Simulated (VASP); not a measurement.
# Ag in VASP: a series of runs, part 2 of 2

VASP 6.6.1. The steps go on from the part before.

**3. Single point, PBEsol**

This run uses another cell than the first one, of 16.40 Å³/atom.

Contents of INCAR:

```
  ALGO = Fast
  EDIFF = 1E-7
  ENCUT = 520
  GGA = PS
  ISIF = 2
  ISMEAR = 0
  LASPH = T
  LCHARG = F
  LREAL = F
  LWAVE = F
  NBANDS = 30
  NELM = 60
  PREC = Accurate
  SIGMA = 0.1
```

Contents of KPOINTS:

```
k-points
0
Gamma
  18 18 6
```

Contents of POSCAR:

```
Ag
1.0
    2.8515857973      0.0000000000      0.0000000000
   -1.4257928986      2.4695457416      0.0000000000
    0.0000000000      0.0000000000      9.3164033634
Ag
4
Direct
    0.0000000000      0.0000000000      0.0000000000
    0.0000000000      0.0000000000      0.5000000000
    0.3333333333      0.6666666667      0.2500000000
    0.6666666667      0.3333333333      0.7500000000
```

Potentials or basis: VASP PAW PBE potentials, release 64 (Ag).

Command:

```bash
$ cat potpaw_PBE.64/Ag/POTCAR > POTCAR
$ mpirun -np 1 vasp_std > vasp.out
```

OUTCAR:

```text
EDIFF = 1E-7
   ENCUT = 520
   GGA = PS
   ISIF = 2
   ISMEAR = 0
   LASPH = T
   LREAL = F
   NELM = 60
   PREC = Accurate

 ion  position               nearest neighbor table
   1  0.000  0.000  0.000-   3 2.85   4 2.85   4 2.85   3 2.85   4 2.85   3 2.85
   2  0.000  0.000  0.500-   3 2.85   4 2.85   4 2.85   3 2.85   4 2.85   3 2.85
   3  0.333  0.667  0.250-   1 2.85   2 2.85   1 2.85   2 2.85   1 2.85   2 2.85
   4  0.667  0.333  0.750-   1 2.85   2 2.85   1 2.85   2 2.85   1 2.85   2 2.85

  LATTYP: Found a hexagonal cell.
 ALAT       =     2.8515857973
 C/A-ratio  =     3.2670955832

  Lattice vectors:

 A1 = (   2.8515857973,   0.0000000000,   0.0000000000)
 A2 = (  -1.4257928986,   2.4695457416,   0.0000000000)
 A3 = (   0.0000000000,   0.0000000000,   9.3164033634)

Analysis of symmetry for initial positions (statically):
=====================================================================
 Subroutine PRICEL returns:
 Original cell was already a primitive cell.

 Routine SETGRP: Setting up the symmetry group for a
 hexagonal supercell.

 Subroutine GETGRP returns: Found 24 space group operations
 (whereof 12 operations were pure point group operations)
 out of a pool of 24 trial point group operations.

The static configuration has the point symmetry D_3d.
 The point group associated with its full space group is D_6h.

Analysis of symmetry for dynamics (positions and initial velocities):
=====================================================================
 Subroutine PRICEL returns:
 Original cell was already a primitive cell.

 Routine SETGRP: Setting up the symmetry group for a
 hexagonal supercell.

 Subroutine GETGRP returns: Found 24 space group operations
 (whereof 12 operations were pure point group operations)
 out of a pool of 24 trial point group operations.

The dynamic configuration has the point symmetry D_3d.
 The point group associated with its full space group is D_6h.

 Subroutine INISYM returns: Found 24 space group operations
 (whereof 12 operations are pure point group operations),
 and found     1 'primitive' translations

----------------------------------------------------------------------------------------

                                     Primitive cell

  volume of cell :      65.6072

  direct lattice vectors                    reciprocal lattice vectors
     2.851585797  0.000000000  0.000000000     0.350682066  0.202466385  0.000000000
    -1.425792899  2.469545742  0.000000000     0.000000000  0.404932771  0.000000000
     0.000000000  0.000000000  9.316403363     0.000000000  0.000000000  0.107337559

  length of vectors
     2.851585797  2.851585797  9.316403363     0.404932771  0.404932771  0.107337559

  position of ions in fractional coordinates (direct lattice)
     0.000000000  0.000000000  0.000000000
     0.000000000  0.000000000  0.500000000
     0.333333333  0.666666667  0.250000000
     0.666666667  0.333333333  0.750000000

  ion indices of the primitive-cell ions
   primitive index   ion index
                 1           1
[... 24 lines left out ...]

 Subroutine IBZKPT returns following result:
 ===========================================

 Found    148 irreducible k-points:

 Following reciprocal coordinates:
            Coordinates               Weight
  0.000000  0.000000  0.000000      1.000000
  0.055556 -0.000000  0.000000      6.000000
  0.111111 -0.000000  0.000000      6.000000
  0.166667 -0.000000  0.000000      6.000000
  0.222222 -0.000000  0.000000      6.000000
  0.277778  0.000000  0.000000      6.000000
[... 16 lines left out ...]
  0.333333  0.111111  0.000000     12.000000
  0.388889  0.111111  0.000000     12.000000
 [... further k-points ...]
   k-points           NKPTS =    148   k-points in BZ     NKDIM =    148   number of bands    NBANDS=     30
   number of dos      NEDOS =    301   number of ions     NIONS =      4
   total plane-waves  NPLWV =  40320
   dimension x,y,z NGX =    24 NGY =   24 NGZ =   70
   dimension x,y,z NGXF=    48 NGYF=   48 NGZF=  140
   ions per type =               4
   NGX,Y,Z   is equivalent  to a cutoff of  13.99, 13.99, 12.49 a.u.
   NGXF,Y,Z  is equivalent  to a cutoff of  27.98, 27.98, 24.98 a.u.
 SYSTEM =  unknown system
   PREC   = accura    normal or accurate (medium, high low for compatibility)
   ISTART =      0    job   : 0-new  1-cont  2-samecut
   ICHARG =      2    charge: 1-file 2-atom 10-const
   ISPIN  =      1    spin polarized calculation?
   LNONCOLLINEAR =      F non collinear calculations
   LSORBIT =      F    spin-orbit coupling
   LASPH  =      T    aspherical Exc in radial PAW
   ENCUT  =  520.0 eV  38.22 Ry    6.18 a.u.   5.30  5.30 17.32*2*pi/ulx,y,z
   NELM   =     60;   NELMIN=  2; NELMDL= -5     # of ELM steps
   EDIFF  = 0.1E-06   stopping-criterion for ELM
   LREAL  =      F    real-space projection
   EDIFFG = 0.1E-05   stopping-criterion for IOM
   NSW    =      0    number of steps for IOM
   IBRION =     -1    ionic relax: 0-MD 1-quasi-New 2-CG
   NFREE  =      0    steps in history (QN), initial steepest desc. (CG)
   ISIF   =      2    stress and relaxation
   ISYM   =      2    0-nonsym 1-usesym 2-fastsym
   POTIM  = 0.5000    time-step for ionic-motion
   TEBEG  =    0.0;   TEEND  =   0.0 temperature during run
   PSTRESS=    0.0 pullay stress
   NELECT =      44.0000    total number of electrons
   NUPDOWN=      -1.0000    fix difference up-down
   EMIN   =  10.00;   EMAX   =-10.00  energy-range for DOS
   EFERMI =   0.00;   METHOD = LEGACY
   ISMEAR =     0;   SIGMA  =   0.10  broadening in eV -4-tet -1-fermi 0-gaus
   EFERMI_NEDOS =   21; number of points for ismear=-14 and -15
   IALGO  =     68    algorithm
   IMIX   =      4    mixing-type and parameters
     AMIX     =   0.40;   BMIX     =  1.00
     AMIX_MAG =   1.60;   BMIX_MAG =  1.00
  volume/ion in A,a.u.               =      16.40       110.68
  Fermi-wavevector in a.u.,A,eV,Ry     =   1.432985  2.707950 27.938848  2.053447
  Thomas-Fermi vector in A             =   2.552553
   LORBIT       =      0    0 simple, 1 ext, 2 COOP (PROOUT), +10 PAW based schemes
   GGA     = PS    functional components
   LHFCALC =     F    Hartree Fock is set to
   AEXX    =    0.0000 exact exchange contribution
   IVDW    =     0    specifies the selected vdW correction
   LEPSILON=     F    determine dielectric tensor
   LRPA    =     F    only Hartree local field effects (RPA)
 non-spin polarized calculation
 RMM-DIIS sequential band-by-band and
 Gauss-broadening in eV      SIGMA  =   0.10
  energy-cutoff  :      520.00
  volume of cell :       65.61
 maximum number of plane-waves:      1787
 NGX is ok and might be reduce to    24
   NGX = 11   NGY = 11   NGZ = 35

 number of electron      43.9999982 magnetization

 Free energy of the ion-electron system (eV)
  ---------------------------------------------------
  ext. energy  EPLUGINS =         0.00000000
  ---------------------------------------------------
  free energy    TOTEN  =       -13.22250058 eV

  energy without entropy =      -13.21688308  energy(sigma->0) =      -13.21969183

 E-fermi :   8.7354     XC(G=0): -12.6447

 val. band max:        8.7164035495   @ k =   0.2222   0.2222   0.0000
 cond. band min:       8.7373339606   @ k =   0.5000   0.0000   0.3333
 fundamental gap:      0.0209304111
 Fermi energy:         8.7353748229

 k-point     1 :       0.0000    0.0000    0.0000
  band No.  band energies     occupation
      1       0.6597      2.00000
      2       2.1044      2.00000
      3       2.1118      2.00000
      4       2.1368      2.00000
      5       3.8517      2.00000
      6       3.8517      2.00000
[... 781 lines left out ...]
     29      17.9742      0.00000
     30      19.0703      0.00000

 [... further k-points ...]

------------------------ aborting loop because EDIFF is reached ----------------------------------------

  FORCE on cell =-STRESS in cart. coord.  units (eV):
  Direction    XX          YY          ZZ          XY          YZ          ZX
  --------------------------------------------------------------------------------------
  -------------------------------------------------------------------------------------
  Total        0.7241928      0.7241928      0.7316720      0.0000000      0.0000000      0.0000000
  in kB       17.6853221     17.6853221     17.8679711      0.0000000      0.0000000      0.0000000
  external PRESSURE =      17.7462051 kB  Pullay stress =       0.0000000 kB

 VOLUME and BASIS-vectors are now :
 -----------------------------------------------------------------------------
  energy-cutoff  :      520.00
  volume of cell :       65.61
      direct lattice vectors                 reciprocal lattice vectors
     2.851585797  0.000000000  0.000000000     0.350682066  0.202466385  0.000000000
    -1.425792899  2.469545742  0.000000000     0.000000000  0.404932771  0.000000000
     0.000000000  0.000000000  9.316403363     0.000000000  0.000000000  0.107337559

 POSITION                                       TOTAL-FORCE (eV/Angst)
 -----------------------------------------------------------------------------------
      0.00000      0.00000      0.00000         0.000000      0.000000      0.000000
      0.00000      0.00000      4.65820         0.000000      0.000000      0.000000
     -0.00000      1.64636      2.32910         0.000000     -0.000000      0.000000
      1.42579      0.82318      6.98730        -0.000000      0.000000      0.000000
 -----------------------------------------------------------------------------------
    total drift:                               -0.000000      0.000000      0.000000

  FREE ENERGIE OF THE ION-ELECTRON SYSTEM (eV)
  ---------------------------------------------------
  free  energy   TOTEN  =       -13.2225005807 eV

  energy  without entropy=      -13.2168830761  energy(sigma->0) =      -13.21969183
```

OSZICAR:

```text
N       E                     dE             d eps       ncg     rms          rms(c)
DAV:   1     0.297378280429E+03    0.29738E+03   -0.22756E+04  8928   0.146E+03
DAV:   2    -0.803034102092E+01   -0.30541E+03   -0.28991E+03  9120   0.338E+02
DAV:   3    -0.146426986945E+02   -0.66124E+01   -0.65751E+01 10260   0.570E+01
DAV:   4    -0.146723240839E+02   -0.29625E-01   -0.29621E-01  9564   0.369E+00
DAV:   5    -0.146726011823E+02   -0.27710E-03   -0.27710E-03 10224   0.384E-01    0.123E+01
RMM:   6    -0.132807640189E+02    0.13918E+01   -0.39578E+00  8887   0.133E+01    0.718E+00
RMM:   7    -0.132372416662E+02    0.43522E-01   -0.13117E-01  9118   0.231E+00    0.388E+00
RMM:   8    -0.132227254570E+02    0.14516E-01   -0.12053E-02  9388   0.827E-01    0.468E-01
RMM:   9    -0.132224999569E+02    0.22550E-03   -0.20319E-03  9601   0.295E-01    0.121E-01
RMM:  10    -0.132225127111E+02   -0.12754E-04   -0.22606E-04  9759   0.865E-02    0.104E-01
RMM:  11    -0.132225029925E+02    0.97186E-05   -0.30357E-05  9703   0.319E-02    0.654E-02
RMM:  12    -0.132225003007E+02    0.26917E-05   -0.24321E-05  9593   0.328E-02    0.818E-03
RMM:  13    -0.132225008535E+02   -0.55272E-06   -0.29502E-06  9648   0.103E-02    0.494E-03
RMM:  14    -0.132225004842E+02    0.36929E-06   -0.89106E-07  9451   0.622E-03    0.139E-03
RMM:  15    -0.132225006546E+02   -0.17046E-06   -0.13100E-07  5692   0.208E-03    0.137E-03
RMM:  16    -0.132225005807E+02    0.73897E-07   -0.36912E-08  5046   0.109E-03
   1 F= -.13222501E+02 E0= -.13219692E+02  d E =-.561750E-02
```

stdout:

```text
POSCAR found type information on POSCAR Ag
 POSCAR found :  1 types and       4 ions
 scaLAPACK will be used
 -----------------------------------------------------------------------------
|                                                                             |
|                                                                             |
|     You enforced a specific xc type in the INCAR file but a different       |
|     I HOPE YOU KNOW WHAT YOU ARE DOING!                                     |
|                                                                             |
 -----------------------------------------------------------------------------

 LDA part: xc-table for (Slater+PW92), standard interpolation
 POSCAR, INCAR and KPOINTS ok, starting setup
 FFT: planning ... GRIDC
 FFT: planning ... GRID_SOFT
 FFT: planning ... GRID
 WAVECAR not read
 entering main loop
```

Wall time 4 min (1 thread of Intel Xeon Platinum 8259CL at 2.50GHz (Skylake/Cascade Lake), shared host); peak memory 0.34 GiB.

What came out:

- Free energy: -13.2225 eV
- Pressure: 1.8 GPa
- Band gap on the k mesh: zero (bands 22 and 23 overlap by 6.63 eV)

Caveat: the PAW data sets were made with another functional, which shifts forces and pressure a little.

**4. Single point, PBEsol**

This run uses another cell than the first one, of 16.67 Å³/atom.

Contents of INCAR:

```
ALGO = Fast
EDIFF = 1E-6
ENCUT = 520
GGA = PS
ISIF = 2
ISMEAR = 0
LASPH = True
LCHARG = False
LREAL = False
LWAVE = False
NBANDS = 30
NELM = 100
PREC = Accurate
SIGMA = 0.1
```

KPOINTS is that of step 3.

Contents of POSCAR:

```
Ag
1.0
    2.8674622173      0.0000000000      0.0000000000
   -1.4337311086      2.4832951246      0.0000000000
    0.0000000000      0.0000000000      9.3650804782
Ag
4
Direct
    0.0000000000      0.0000000000      0.0000000000
    0.0000000000      0.0000000000      0.5000000000
    0.3333333333      0.6666666667      0.2500000000
    0.6666666667      0.3333333333      0.7500000000
```

Command:

```bash
$ cat potpaw_PBE.64/Ag/POTCAR > POTCAR
$ mpirun -np 1 vasp_std > vasp.out
```

Wall time 3.4 min (1 thread of Intel Xeon Platinum 8259CL at 2.50GHz (Skylake/Cascade Lake), shared host); peak memory 0.35 GiB.

It converged, with:

```yaml
Free_energy: -13.2283 eV
Pressure: -0.3 GPa
Band_gap_on_the_k_mesh: zero (bands 22 and 23 overlap by 6.58 eV)
```

Levels at points of the mesh, in eV from the Fermi level:
| k point | band 18 | band 19 | band 20 | band 21 | band 22 | band 23 | band 24 | band 25 | band 26 | band 27 |
| --- | --- | --- | --- | --- | --- | --- | --- | --- | --- | --- |
| (0.00, 0.00, 0.00) | -3.58 | -3.58 | -3.36 | -3.36 | -2.94 | -2.94 | -0.47 | 3.75 | 11.31 | 11.34 |
| (0.50, 0.00, 0.00) | -2.74 | -2.74 | -2.71 | -0.24 | 0.69 | 1.07 | 1.60 | 4.47 | 4.54 | 7.53 |
| (0.00, 0.00, 0.50) | -3.76 | -3.11 | -3.11 | -3.11 | -3.11 | -2.53 | -2.53 | 6.63 | 6.63 | 15.45 |
| (0.50, 0.00, 0.50) | -2.87 | -2.75 | -2.75 | 0.23 | 0.23 | 1.44 | 1.44 | 4.87 | 4.87 | 6.57 |

Caveat: the PAW data sets were made with another functional, which shifts forces and pressure a little.

**5. Single point, PBEsol (shear of c along a, cell held: +2.0 %, then relaxed in part)**

Contents of INCAR:

```
SYSTEM = Ag
PREC = Accurate
ENCUT = 520
EDIFF = 1E-6
ISMEAR = 0
SIGMA = 0.1
LREAL = .FALSE.
LASPH = .TRUE.
NELM = 60
ALGO = Fast
ISIF = 2
LWAVE = .FALSE.
LCHARG = .FALSE.
GGA = PS
NBANDS = 30
```

Contents of KPOINTS:

```
regular mesh
0
G
  24 24 6
  0 0 0
```

Contents of POSCAR:

```
Ag
1.0
    2.8674622166      0.0000000000      0.0000000000
   -1.4337311083      2.4832951239      0.0000000000
    0.1873016095      0.0000000000      9.3650804762
Ag
4
Direct
    0.0000000000      0.0000000000      0.0000000000
    0.0000000000      0.0000000000      0.5000000000
    0.3333333333      0.6666666667      0.2500000000
    0.6666666666      0.3333333333      0.7500000000
```

Command:

```bash
$ cat potpaw_PBE.64/Ag/POTCAR > POTCAR
$ mpirun -np 1 vasp_std > vasp.out
```

It took 43 min on 1 thread of Oxide Virtual Turin-like, shared host; peak memory 1.2 GiB.

The run converged. Its results:

```yaml
Free_energy: -13.2293 eV
Pressure: -0.2 GPa
Largest_force: 0.003 eV/Å
Band_gap_on_the_k_mesh: zero (bands 22 and 23 overlap by 6.56 eV)
```

Forces in eV/Å, atoms in the order of the input:
```
Ag   0.000  0.000  0.000
Ag   0.000  0.000  0.000
Ag   0.000 -0.003  0.000
Ag   0.000  0.003  0.000
```

Stress tensor (GPa, compression positive):
```
-0.35  0.00 -0.63
 0.00 -0.42  0.00
-0.63  0.00  0.03
```

Levels at points of the mesh, in eV from the Fermi level:
```csv
k point,band 18,band 19,band 20,band 21,band 22,band 23,band 24,band 25,band 26,band 27
"(0.00, 0.00, 0.00)",-3.66,-3.66,-3.43,-3.43,-3.02,-3.01,-0.55,3.68,11.24,11.27
"(0.50, 0.00, 0.00)",-2.83,-2.82,-2.78,-0.32,0.61,1.00,1.54,4.27,4.58,7.36
"(0.00, 0.50, 0.00)",-2.84,-2.82,-2.76,-0.32,0.61,1.00,1.53,4.39,4.46,7.46
"(0.00, 0.00, 0.50)",-3.80,-3.22,-3.22,-3.16,-3.16,-2.60,-2.60,6.56,6.56,15.38
"(0.50, 0.00, 0.50)",-2.93,-2.83,-2.82,0.12,0.20,1.30,1.43,4.63,4.98,6.29
"(0.00, 0.50, 0.50)",-2.94,-2.83,-2.83,0.16,0.16,1.36,1.36,4.80,4.80,6.50
```

Caveat: the cell differs from its parent crystal (shear of c along a, cell held: +2.0 %, then relaxed in part); the PAW data sets were made with another functional, which shifts forces and pressure a little.

**6. Overview**

```tsv
cell	k mesh	further INCAR settings	gap on the mesh (eV)	pressure (GPa)
a = 2.831, b = 2.831, c = 9.250 Å, angles 90.0, 90.0, 120.0°, 4 atoms	18 × 18 × 6	ALGO = Fast; EDIFF = 1e-06; NBANDS = 30	none	4.6
a = 2.852, b = 2.852, c = 9.316 Å, angles 90.0, 90.0, 120.0°, 4 atoms	18 × 18 × 6	ALGO = Fast; EDIFF = 1e-07; NBANDS = 30	none	1.8
a = 2.867, b = 2.867, c = 9.365 Å, angles 90.0, 90.0, 120.0°, 4 atoms	18 × 18 × 6	ALGO = Fast; EDIFF = 1e-06; NBANDS = 30	none	-0.3
a = 2.867, b = 2.867, c = 9.367 Å, angles 90.6, 88.9, 120.0°, 4 atoms	24 × 24 × 6	ALGO = Fast; EDIFF = 1e-06; NBANDS = 30	none	-0.2
```

Alike in all rows: task single point; level PBEsol; potentials or basis VASP PAW PBE potentials, release 64 (Ag); no spin polarisation; cutoff (eV) 520; smearing gaussian 0.1 eV.

Caveats: the PAW data sets were made with another functional, which shifts forces and pressure a little; the cell stands under pressure (at least some runs).

Total energies depend on the potentials used, so only differences within one code and one set of settings carry meaning.
